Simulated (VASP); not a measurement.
Here is a VASP 6.6.1 calculation.

Contents of INCAR:

```
  PREC = Accurate
  ENCUT = 520
  EDIFF = 1E-7
  ISMEAR = -1
  SIGMA = 0.05
  LREAL = Auto
  LASPH = T
  NELM = 100
  ALGO = Normal
  ISIF = 2
  LWAVE = F
  LCHARG = F
  GGA = PE
  NBANDS = 77
```

File KPOINTS:

```
Automatic mesh
0
Gamma
  1 1 1
```

Contents of POSCAR:

```
H21C10N5O3
1.0
    8.0671430000      0.0000000000      0.0000000000
    0.0000000000      8.0671430000      0.0000000000
    0.0000000000      0.0000000000      8.0671430000
O H C N
3 21 10 5
Direct
    0.7372870420      0.3885762283      0.6840587802
    0.4639436787      0.5946962884      0.8685230942
    0.0155073488      0.1578873710      0.8633787699
    0.6886700781      0.4873472554      0.7274074601
    0.7323286571      0.4049512944      0.5626279341
    0.5023587657      0.6375615258      0.9788843460
    0.4894793609      0.4855746328      0.8568460978
    0.0055038072      0.2393164470      0.9438409608
   -0.0175526825      0.1917531399      0.7521374048
    0.6095590471      0.0906392759      0.5154117139
    0.4419408457      0.0795448897      0.3776429896
    0.5638179465     -0.0954613052      0.3909190652
    0.1557552655      1.0386452800      0.6230582500
    0.0538852479      0.8502266540      0.6835877336
    0.2265238139      0.9458986905      0.7840322156
    0.1399504137      0.3693624868      0.1655604717
    0.0336178496      0.3596068645      0.3370214213
    0.1443013964      0.5556118195      0.3037630547
    0.9250486820      0.8637878367      0.0146644233
    0.9992137241      0.8641473196      0.2097148891
    1.1104674852      0.7594014387      0.0405347965
    0.5079369487     -0.1281494576      0.7934283550
    0.4950699399      0.0825199206      0.7077102761
    0.6748733721      0.0156065165      0.8546892004
    0.5778005919      0.0404728167      0.3919479300
    0.6907525998      0.1074605966      0.2749176505
    0.1743616048      0.9049548273      0.6671630836
    0.2655834910      0.8283477806      0.5338321138
    0.1498795794      0.4213511524      0.2948379618
    0.2797768677      0.3530989844      0.3935346132
    0.9916769791      0.7870568304      0.0986222756
    0.8790224743      0.6442429495      0.1156543277
    0.5380467410      0.0095696828      0.8184681987
    0.4304869766      0.0673224709      0.9626084476
    0.7892633117      0.1641473320      0.1861873528
    0.3362280798      0.7774995435      0.4169629818
    0.3751514012      0.2991517567      0.4856614045
    0.7695661277      0.5500088445      0.1103860437
    0.3348149401      0.1014361590      1.0636603318
```

Potentials or basis: VASP PAW PBE potentials, release 64 (O, H, C, N).

The run is started by

```console
$ cat potpaw_PBE.64/O/POTCAR potpaw_PBE.64/H/POTCAR potpaw_PBE.64/C/POTCAR potpaw_PBE.64/N/POTCAR > POTCAR
$ mpirun -np 1 vasp_gam > vasp.out
```

Question: Estimate the pressure.

Answer: 0.7 GPa.

Question: Predict the largest force.

Answer: 4.969 eV/Å.

Question: Estimate the band gap on the k mesh.

Answer: 5.06 eV.

Stress tensor (GPa, compression positive):
```
 0.58 -1.04 -0.05
-1.04  1.51 -0.75
-0.05 -0.75 -0.01
```

Caveat: the k points lie up to 0.78 Å⁻¹ apart.
